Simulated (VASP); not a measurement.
**Hg: single point with PBEsol+D3(BJ)**

The system is Hg.

```
Hg
1.0
     3.23290    0.00000    0.00000
    -1.61645    2.79977    0.00000
     0.00000    0.00000    4.50940
Hg
2
Direct
  0.66667 0.33333 0.75000
  0.33333 0.66667 0.25000
```

```yaml
Program: VASP 6.6.1
Task: single point
Functional: PBEsol
Dispersion: D3(BJ)
Potentials_or_basis: VASP PAW PBE potentials, release 64 (Hg)
Cutoff: 520 eV
k_mesh: 18 × 18 × 10
Occupations: gaussian, width 0.15 eV
Spin: no spin polarisation
```

| Item | Value |
| --- | --- |
| Pressure | 6.4 GPa |
| Band gap on the k mesh | zero (band 12 reaches 4.98 eV, above the bottom of band 13 at 3.32 eV) |
| Dispersion energy per atom | -0.492 eV |

Stress tensor (GPa, compression positive):
```
5.72 0.00 0.00
0.00 5.72 0.00
0.00 0.00 7.85
```

Levels at points of the mesh, in eV from the Fermi level:
```tsv
k point	band 8	band 9	band 10	band 11	band 12	band 13	band 14	band 15	band 16	band 17
(0.00, 0.00, 0.00)	-7.33	-7.14	-6.18	-6.18	-1.44	0.61	11.37	11.37	11.99	14.22
(0.50, 0.00, 0.00)	-6.54	-6.24	-5.83	-3.48	-3.36	4.34	4.41	4.70	5.47	8.40
(0.00, 0.00, 0.50)	-7.23	-6.43	-6.43	-6.43	-6.43	10.68	10.68	12.21	12.21	12.77
(0.50, 0.00, 0.50)	-6.33	-6.31	-6.31	-2.17	-2.17	-0.37	-0.37	8.89	8.89	11.69
```

It took 34 s on 1 thread of Intel(R) Xeon(R) 6975P-C (Granite Rapids) (shared host), peak memory 0.27 GiB.

Caveat: the PAW data sets were made with another functional, which shifts forces and pressure a little; spin-orbit coupling is left out, which moves the levels of the heavy elements; pairwise dispersion overbinds metals, which lowers pressure and volume.
